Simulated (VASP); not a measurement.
# Al (Fm-3m) in VASP: further runs

The runs below take Al through relaxation of cell and atoms, single point, with PBE.

All numbers are computed with VASP 6.6.1; they aren't measurements. Logs are shortened: lines on timing, memory, paths and dates and some standing lists are left out, and cuts for length are marked.

### 1 The cell of the first run

Symmetry: Fm-3m, No. 225, cubic system. Conventional cell: a = 4.050 Å, b = 4.050 Å, c = 4.050 Å, α = 90.00°, β = 90.00°, γ = 90.00°. Within 3.8 Å of Al (site symmetry m-3m) lie 12 Al at 2.86 Å.

### 2 Relaxation of cell and atoms, PBE

Contents of INCAR:

```
PREC = Accurate
ENCUT = 600
EDIFF = 1E-6
ISMEAR = -1
SIGMA = 0.1
LREAL = F
LASPH = T
NELM = 80
ALGO = Normal
ISIF = 3
LWAVE = F
LCHARG = F
GGA = PE
IBRION = 2
NSW = 80
EDIFFG = -0.01
```

Contents of KPOINTS:

```
Automatic mesh
0
Gamma
  13 13 13
```

Contents of POSCAR:

```
Al
1.0
    0.0000000000      2.0247900000      2.0247900000
    2.0247900000      0.0000000000      2.0247900000
    2.0247900000      2.0247900000      0.0000000000
Al
1
Direct
    0.0000000000      0.0000000000      0.0000000000
```

Potentials or basis: VASP PAW PBE potentials, release 64 (Al).

Launch:

```console
$ cat potpaw_PBE.64/Al/POTCAR > POTCAR
$ mpirun -np 1 vasp_std > vasp.out
```

OUTCAR:

```text
PREC = Accurate
   ENCUT = 600
   EDIFF = 1E-6
   ISMEAR = -1
   LREAL = F
   LASPH = T
   NELM = 80
   ISIF = 3
   GGA = PE
   IBRION = 2
   NSW = 80
   EDIFFG = -0.01

 ion  position               nearest neighbor table
   1  0.000  0.000  0.000-

  LATTYP: Found a face centered cubic cell.
 ALAT       =     4.0495800000

  Lattice vectors:

 A1 = (   0.0000000000,   2.0247900000,   2.0247900000)
 A2 = (   2.0247900000,   0.0000000000,   2.0247900000)
 A3 = (   2.0247900000,   2.0247900000,   0.0000000000)

Analysis of symmetry for initial positions (statically):
=====================================================================
 Subroutine PRICEL returns:
 Original cell was already a primitive cell.

 Routine SETGRP: Setting up the symmetry group for a
 face centered cubic supercell.

 Subroutine GETGRP returns: Found 48 space group operations
 (whereof 48 operations were pure point group operations)
 out of a pool of 48 trial point group operations.

The static configuration has the point symmetry O_h .

Analysis of symmetry for dynamics (positions and initial velocities):
=====================================================================
 Subroutine PRICEL returns:
 Original cell was already a primitive cell.

 Routine SETGRP: Setting up the symmetry group for a
 face centered cubic supercell.

 Subroutine GETGRP returns: Found 48 space group operations
 (whereof 48 operations were pure point group operations)
 out of a pool of 48 trial point group operations.

The dynamic configuration has the point symmetry O_h .

 Subroutine INISYM returns: Found 48 space group operations
 (whereof 48 operations are pure point group operations),
 and found     1 'primitive' translations

----------------------------------------------------------------------------------------

                                     Primitive cell

  volume of cell :      16.6024

  direct lattice vectors                    reciprocal lattice vectors
     0.000000000  2.024790000  2.024790000    -0.246939189  0.246939189  0.246939189
     2.024790000  0.000000000  2.024790000     0.246939189 -0.246939189  0.246939189
     2.024790000  2.024790000  0.000000000     0.246939189  0.246939189 -0.246939189

  length of vectors
     2.863485479  2.863485479  2.863485479     0.427711221  0.427711221  0.427711221

  position of ions in fractional coordinates (direct lattice)
     0.000000000  0.000000000  0.000000000

  ion indices of the primitive-cell ions
   primitive index   ion index
                 1           1

----------------------------------------------------------------------------------------

 KPOINTS: Automatic mesh

Automatic generation of k-mesh.
 Grid dimensions read from file:
 generate k-points for:   13   13   13

 Generating k-lattice:

  Cartesian coordinates                     Fractional coordinates (reciprocal lattice)
    -0.018995322  0.018995322  0.018995322     0.076923077  0.000000000  0.000000000
     0.018995322 -0.018995322  0.018995322     0.000000000  0.076923077  0.000000000
     0.018995322  0.018995322 -0.018995322     0.000000000  0.000000000  0.076923077

  Length of vectors
     0.032900863  0.032900863  0.032900863

  Shift w.r.t. Gamma in fractional coordinates (k-lattice)
     0.000000000  0.000000000  0.000000000

 Subroutine IBZKPT returns following result:
 ===========================================

 Found     84 irreducible k-points:

[... 40 lines left out ...]
   LNONCOLLINEAR =      F non collinear calculations
   LSORBIT =      F    spin-orbit coupling
   LASPH  =      T    aspherical Exc in radial PAW
   ENCUT  =  600.0 eV  44.10 Ry    6.64 a.u.   5.72  5.72  5.72*2*pi/ulx,y,z
   NELM   =     80;   NELMIN=  2; NELMDL= -5     # of ELM steps
   EDIFF  = 0.1E-05   stopping-criterion for ELM
   LREAL  =      F    real-space projection
   EDIFFG = -.1E-01   stopping-criterion for IOM
   NSW    =     80    number of steps for IOM
   IBRION =      2    ionic relax: 0-MD 1-quasi-New 2-CG
   NFREE  =      1    steps in history (QN), initial steepest desc. (CG)
   ISIF   =      3    stress and relaxation
   ISYM   =      2    0-nonsym 1-usesym 2-fastsym
   POTIM  = 0.5000    time-step for ionic-motion
   TEBEG  =    0.0;   TEEND  =   0.0 temperature during run
   PSTRESS=    0.0 pullay stress
   NELECT =       3.0000    total number of electrons
   NUPDOWN=      -1.0000    fix difference up-down
   EMIN   =  10.00;   EMAX   =-10.00  energy-range for DOS
   EFERMI =   0.00;   METHOD = LEGACY
   ISMEAR =    -1;   SIGMA  =   0.10  broadening in eV -4-tet -1-fermi 0-gaus
   EFERMI_NEDOS =   21; number of points for ismear=-14 and -15
   IALGO  =     38    algorithm
   IMIX   =      4    mixing-type and parameters
     AMIX     =   0.40;   BMIX     =  1.00
     AMIX_MAG =   1.60;   BMIX_MAG =  1.00
  volume/ion in A,a.u.               =      16.60       112.04
  Fermi-wavevector in a.u.,A,eV,Ry     =   0.925533  1.749004 11.654906  0.856611
  Thomas-Fermi vector in A             =   2.051398
   LORBIT       =      0    0 simple, 1 ext, 2 COOP (PROOUT), +10 PAW based schemes
   GGA     = PE    functional components
   LHFCALC =     F    Hartree Fock is set to
   AEXX    =    0.0000 exact exchange contribution
   IVDW    =     0    specifies the selected vdW correction
   LEPSILON=     F    determine dielectric tensor
   LRPA    =     F    only Hartree local field effects (RPA)
 conjugate gradient relaxation of ions
 non-spin polarized calculation
  energy-cutoff  :      600.00
  volume of cell :       16.60
 maximum number of plane-waves:       564
   NGX = 11   NGY = 11   NGZ = 11

--------------------------------------- Ionic step        1  -------------------------------------------

 number of electron       3.0000000 magnetization

 Free energy of the ion-electron system (eV)
  ---------------------------------------------------
  ext. energy  EPLUGINS =         0.00000000
  ---------------------------------------------------
  free energy    TOTEN  =        -3.74929845 eV

  energy without entropy =       -3.73486551  energy(sigma->0) =       -3.74208198

------------------------ aborting loop because EDIFF is reached ----------------------------------------

  FORCE on cell =-STRESS in cart. coord.  units (eV):
  Direction    XX          YY          ZZ          XY          YZ          ZX
  --------------------------------------------------------------------------------------
  -------------------------------------------------------------------------------------
  Total       -0.0614315     -0.0614315     -0.0614315      0.0000000     -0.0000000     -0.0000000
  in kB       -5.9283255     -5.9283255     -5.9283255      0.0000000     -0.0000000     -0.0000000
  external PRESSURE =      -5.9283255 kB  Pullay stress =       0.0000000 kB

 VOLUME and BASIS-vectors are now :
 -----------------------------------------------------------------------------
  energy-cutoff  :      600.00
  volume of cell :       16.60
      direct lattice vectors                 reciprocal lattice vectors
     0.000000000  2.024790000  2.024790000    -0.246939189  0.246939189  0.246939189
     2.024790000  0.000000000  2.024790000     0.246939189 -0.246939189  0.246939189
     2.024790000  2.024790000  0.000000000     0.246939189  0.246939189 -0.246939189

 POSITION                                       TOTAL-FORCE (eV/Angst)
 -----------------------------------------------------------------------------------
      0.00000      0.00000      0.00000        -0.000000      0.000000      0.000000
 -----------------------------------------------------------------------------------
    total drift:                                0.000000      0.000000      0.000000

  FREE ENERGIE OF THE ION-ELECTRON SYSTEM (eV)
  ---------------------------------------------------
  free  energy   TOTEN  =        -3.7492984484 eV

  energy  without entropy=       -3.7348655052  energy(sigma->0) =       -3.74208198

--------------------------------------- Ionic step        2  -------------------------------------------

 number of electron       3.0000000 magnetization

 Free energy of the ion-electron system (eV)
  ---------------------------------------------------
  ext. energy  EPLUGINS =         0.00000000
  ---------------------------------------------------
  free energy    TOTEN  =        -3.74953354 eV

  energy without entropy =       -3.73523373  energy(sigma->0) =       -3.74238364

 E-fermi :   7.9668     XC(G=0): -10.2064

 val. band max:        7.9567039379   @ k =  -0.2308   0.3846   0.1538
 cond. band min:       8.0341382234   @ k =   0.4615   0.2308   0.0000
 fundamental gap:      0.0774342856
 Fermi energy:         7.9667987064

 k-point     1 :       0.0000    0.0000    0.0000
  band No.  band energies     occupation
      1      -3.1247      2.00000
      2      20.6628      0.00000
      3      20.6628      0.00000
      4      20.6628      0.00000
      5      22.1751      0.00000
[... 177 lines left out ...]
 k-point    24 :       0.4615    0.1538    0.0000
  band No.  band energies     occupation
      1       1.9411      2.00000
      2       6.5979      2.00000
      3      15.1211      0.00000
      4      16.2558      0.00000
      5      18.0191      0.00000

 [... further k-points ...]

------------------------ aborting loop because EDIFF is reached ----------------------------------------

  FORCE on cell =-STRESS in cart. coord.  units (eV):
  Direction    XX          YY          ZZ          XY          YZ          ZX
  --------------------------------------------------------------------------------------
  -------------------------------------------------------------------------------------
  Total        0.0092920      0.0092920      0.0092920     -0.0000000     -0.0000000      0.0000000
  in kB        0.9047225      0.9047225      0.9047225     -0.0000000     -0.0000000      0.0000000
  external PRESSURE =       0.9047225 kB  Pullay stress =       0.0000000 kB

 VOLUME and BASIS-vectors are now :
 -----------------------------------------------------------------------------
  energy-cutoff  :      600.00
  volume of cell :       16.46
      direct lattice vectors                 reciprocal lattice vectors
     0.000000000  2.018789291  2.018789291    -0.247673198  0.247673198  0.247673198
     2.018789291 -0.000000000  2.018789291     0.247673198 -0.247673198  0.247673198
     2.018789291  2.018789291  0.000000000     0.247673198  0.247673198 -0.247673198

 POSITION                                       TOTAL-FORCE (eV/Angst)
 -----------------------------------------------------------------------------------
      4.03758      2.01879      2.01879         0.000000      0.000000      0.000000
 -----------------------------------------------------------------------------------
    total drift:                               -0.000000     -0.000000     -0.000000

  FREE ENERGIE OF THE ION-ELECTRON SYSTEM (eV)
  ---------------------------------------------------
  free  energy   TOTEN  =        -3.7495335432 eV

  energy  without entropy=       -3.7352337307  energy(sigma->0) =       -3.74238364

 reached required accuracy - stopping structural energy minimisation
```

Wall time 19 s (1 thread of AMD EPYC 7R13, shared host); peak memory 0.11 GiB.

Results:

- Free energy: -3.7495 eV
- Relaxed volume: 16.46 Å³/atom
- Relaxed cell: a = 2.855 Å, b = 2.855 Å, c = 2.855 Å, α = 60.00°, β = 60.00°, γ = 60.00°
- Space group after relaxing (to 0.05 Å): Fm-3m (No. 225)
- Energy gained by relaxing: 0.2 meV/atom
- Ionic steps: 2
- Pressure after relaxing: 0.1 GPa

The path:
```csv
step,energy change (eV),largest force (eV/Å),pressure (GPa),volume (Å³)
1,0.0000,0.0000,-0.59,16.60
2,-0.0002,0.0000,0.09,16.46
```

Final structure:
```cif
data_structure
_symmetry_space_group_name_H-M 'P 1'
_symmetry_Int_Tables_number 1
_cell_length_a 2.8550
_cell_length_b 2.8550
_cell_length_c 2.8550
_cell_angle_alpha 60.000
_cell_angle_beta 60.000
_cell_angle_gamma 60.000
_cell_volume 16.46
loop_
_atom_site_label
_atom_site_type_symbol
_atom_site_fract_x
_atom_site_fract_y
_atom_site_fract_z
_atom_site_occupancy
Al1 Al 0.00000 0.00000 0.00000 1
```

### 3 Single point, PBE (volume scaled by 0.88)

Contents of INCAR:

```
SYSTEM = Al
  PREC = Accurate
  ENCUT = 520
  EDIFF = 1E-6
  ISMEAR = -1
  SIGMA = 0.1
  LREAL = .False.
  LASPH = .True.
  NELM = 60
  ALGO = Normal
  ISIF = 2
  LWAVE = .False.
  LCHARG = .False.
  GGA = PE
  NBANDS = 8
```

Contents of KPOINTS:

```
Automatic mesh
0
Gamma
  22 22 22
  0 0 0
```

Contents of POSCAR:

```
Al
1.0
    0.0000000000      1.9356982637      1.9356982637
    1.9356982637      0.0000000000      1.9356982637
    1.9356982637      1.9356982637      0.0000000000
Al
1
Direct
    0.0000000000      0.0000000000      0.0000000000
```

Potentials or basis: VASP PAW PBE potentials, release 64 (Al).

Launch:

```console
$ cat potpaw_PBE.64/Al/POTCAR > POTCAR
$ mpirun -np 1 vasp_std > vasp.out
```

Run time: 52 s. Hardware: 1 thread of AMD EPYC 7R13, shared host; peak memory 0.11 GiB.

It converged, with:

```
Free energy : -3.6799 eV
Pressure    : 13.4 GPa
```

Levels at points of the mesh, in eV from the Fermi level:
| k point | band 1 | band 2 | band 3 | band 4 |
| --- | --- | --- | --- | --- |
| (0.00, 0.00, 0.00) | -12.04 | 13.37 | 13.37 | 13.37 |
| (0.50, 0.00, 0.00) | -5.11 | -4.55 | 12.09 | 12.09 |
| (0.50, 0.50, 0.00) | -3.22 | -1.64 | 5.29 | 6.25 |

Caveat: the cell differs from its parent crystal (volume scaled by 0.88).
